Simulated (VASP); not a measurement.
# Cu (I4/mmm) in VASP: settings compared, part 2 of 2

VASP 6.6.1.

## Step 3: Single point, PBE

Input file INCAR:

```
ALGO = Normal
EDIFF = 1E-6
ENCUT = 820
GGA = PE
GGA_COMPAT = F
ISIF = 2
ISMEAR = 0
LASPH = T
LCHARG = T
LELF = T
LREAL = F
LVHAR = T
LWAVE = F
NBANDS = 16
NELM = 120
PREC = Accurate
SIGMA = 0.026000000000000002
```

Input file KPOINTS:

```
k-points
0
Gamma
  13 13 13
```

Input file POSCAR:

```
Cu
1.0
   -1.4427933200      1.4427933200      1.3760814500
    1.4427933200     -1.4427933200      1.3760814500
    1.4427933200      1.4427933200     -1.3760814500
Cu
1
Direct
    0.0000000000      0.0000000000      0.0000000000
```

Potentials or basis: VASP PAW PBE potentials, release 64 (Cu_sv_GW).

Command:

```sh
cat potpaw_PBE.64/Cu_sv_GW/POTCAR > POTCAR
mpirun -np 1 vasp_std > vasp.out
```

OUTCAR:

```text
EDIFF = 1E-6
   ENCUT = 820
   GGA = PE
   ISIF = 2
   ISMEAR = 0
   LASPH = T
   LREAL = F
   NELM = 120
   PREC = Accurate

 ion  position               nearest neighbor table
   1  0.000  0.000  0.000-

  LATTYP: Found a body centered tetragonal cell.
 ALAT       =     2.8855866400
 C/A-ratio  =     0.9537620052

  Lattice vectors:

 A1 = (  -1.4427933200,   1.4427933200,   1.3760814500)
 A2 = (   1.4427933200,  -1.4427933200,   1.3760814500)
 A3 = (   1.4427933200,   1.4427933200,  -1.3760814500)

[... 634 lines left out ...]

 [... further k-points ...]

------------------------ aborting loop because EDIFF is reached ----------------------------------------

  FORCE on cell =-STRESS in cart. coord.  units (eV):
  Direction    XX          YY          ZZ          XY          YZ          ZX
  --------------------------------------------------------------------------------------
  -------------------------------------------------------------------------------------
  Total        0.4486681      0.4486681      0.4687483      0.0000000      0.0000000     -0.0000000
  in kB       62.7369551     62.7369551     65.5447525      0.0000000      0.0000000     -0.0000000
  external PRESSURE =      63.6728876 kB  Pullay stress =       0.0000000 kB

 VOLUME and BASIS-vectors are now :
 -----------------------------------------------------------------------------
  energy-cutoff  :      820.00
  volume of cell :       11.46
      direct lattice vectors                 reciprocal lattice vectors
    -1.442793320  1.442793320  1.376081450     0.000000000  0.346549983  0.363350585
     1.442793320 -1.442793320  1.376081450     0.346549983  0.000000000  0.363350585
     1.442793320  1.442793320 -1.376081450     0.346549983  0.346549983  0.000000000

 POSITION                                       TOTAL-FORCE (eV/Angst)
 -----------------------------------------------------------------------------------
      0.00000      0.00000      0.00000         0.000000     -0.000000     -0.000000
 -----------------------------------------------------------------------------------
    total drift:                                0.000000      0.000000      0.000000

  FREE ENERGIE OF THE ION-ELECTRON SYSTEM (eV)
  ---------------------------------------------------
  free  energy   TOTEN  =        -3.7526333933 eV

  energy  without entropy=       -3.7524965885  energy(sigma->0) =       -3.75256499
```

OSZICAR:

```text
N       E                     dE             d eps       ncg     rms          rms(c)
DAV:   1     0.254062096040E+03    0.25406E+03   -0.14975E+04  8152   0.498E+03
DAV:   2     0.588960137573E+01   -0.24817E+03   -0.23588E+03  9520   0.983E+02
DAV:   3    -0.443072690539E+01   -0.10320E+02   -0.10293E+02  8720   0.199E+02
DAV:   4    -0.457352869051E+01   -0.14280E+00   -0.14279E+00  8464   0.162E+01
DAV:   5    -0.458207102792E+01   -0.85423E-02   -0.85423E-02  9328   0.436E+00    0.821E+00
DAV:   6    -0.427875898516E+01    0.30331E+00   -0.55241E+00  7656   0.188E+02    0.530E+00
DAV:   7    -0.376994318816E+01    0.50882E+00   -0.17830E+00  6824   0.103E+02    0.178E+00
DAV:   8    -0.375273488752E+01    0.17208E-01   -0.25611E-02 10456   0.412E+00    0.246E-01
DAV:   9    -0.375269534849E+01    0.39539E-04   -0.14137E-03  9888   0.252E+00    0.881E-02
DAV:  10    -0.375263323560E+01    0.62113E-04   -0.11494E-04 10296   0.770E-01    0.477E-03
DAV:  11    -0.375263339327E+01   -0.15767E-06   -0.46466E-07  5136   0.275E-02
   1 F= -.37526334E+01 E0= -.37525650E+01  d E =-.136805E-03
```

stdout:

```text
POSCAR found type information on POSCAR Cu
 POSCAR found :  1 types and       1 ions
 scaLAPACK will be used
 LDA part: xc-table for (Slater+PW92), standard interpolation
 POSCAR, INCAR and KPOINTS ok, starting setup
 FFT: planning ... GRIDC
 FFT: planning ... GRID_SOFT
 FFT: planning ... GRID
 WAVECAR not read
 entering main loop
```

Run time: 34 s. Hardware: 1 thread of Intel Xeon Platinum 8375C at 2.90GHz (Ice Lake), shared host; peak memory 0.22 GiB.

Results:

```yaml
Free_energy: -3.7526 eV
Pressure: 6.4 GPa
Band_gap_on_the_k_mesh: zero (an odd number of electrons rules out a gap without spin polarisation)
```

Levels at points of the mesh, in eV from the Fermi level:
```tsv
k point	band 8	band 9	band 10	band 11	band 12	band 13
(0.00, 0.00, 0.00)	-3.04	-2.16	-1.95	24.94	24.94	26.19
```

Caveat: the cell stands under pressure.

## Step 4: Single point, RPBE

Input file INCAR:

```
SYSTEM = Cu
ALGO = Normal
EDIFF = 1E-6
ENCUT = 820
GGA = RP
GGA_COMPAT = .False.
ISIF = 2
ISMEAR = -1
LASPH = .True.
LCHARG = .False.
LREAL = .False.
LWAVE = .False.
NBANDS = 16
NELM = 120
PREC = Accurate
SIGMA = 0.05
```

Input file KPOINTS:

```
k-points
0
Gamma
  13 13 13
  0 0 0
```

POSCAR is that of step 3.

Command:

```sh
cat potpaw_PBE.64/Cu_sv_GW/POTCAR > POTCAR
mpirun -np 1 vasp_std > vasp.out
```

Run time: 52 s. Hardware: 1 thread of Intel Xeon Platinum 8259CL at 2.50GHz (Skylake/Cascade Lake), shared host; peak memory 0.21 GiB.

Results (log left out):

* Free energy: -3.2506 eV
* Pressure: 11.7 GPa
* Band gap on the k mesh: zero (an odd number of electrons rules out a gap without spin polarisation)

Stress tensor (GPa, compression positive):
```
11.67  0.00  0.00
 0.00 11.67  0.00
 0.00  0.00 11.84
```

Levels at points of the mesh, in eV from the Fermi level:
```
           k point  band 8  band 9  band 10  band 11  band 12  band 13
(0.00, 0.00, 0.00)   -3.04   -2.16    -1.96    24.89    24.89    26.14
```

Caveat: the cell stands under pressure; the PAW data sets were made with another functional, which shifts forces and pressure a little.

## Step 5: Overview

| level | smearing | gap on the mesh (eV) | pressure (GPa) |
| --- | --- | --- | --- |
| PBE | gaussian 0.014 eV | none | 5.9 |
| PBE | gaussian 0.026 eV | none | 6.4 |
| RPBE | fermi-dirac 0.05 eV | none | 11.7 |

Alike in all rows: task single point; potentials or basis VASP PAW PBE potentials, release 64 (Cu_sv_GW); no spin polarisation; cell as given; k mesh 13 × 13 × 13; cutoff (eV) 820.

The pressure there spans 5.9 GPa (PBE) to 11.7 GPa (RPBE); a positive pressure means that this level wants a larger cell, a negative one a smaller.

Caveats: the cell stands under pressure; the PAW data sets were made with another functional, which shifts forces and pressure a little (at least some runs).

Absolute energies hang on the potentials; compare differences alone.
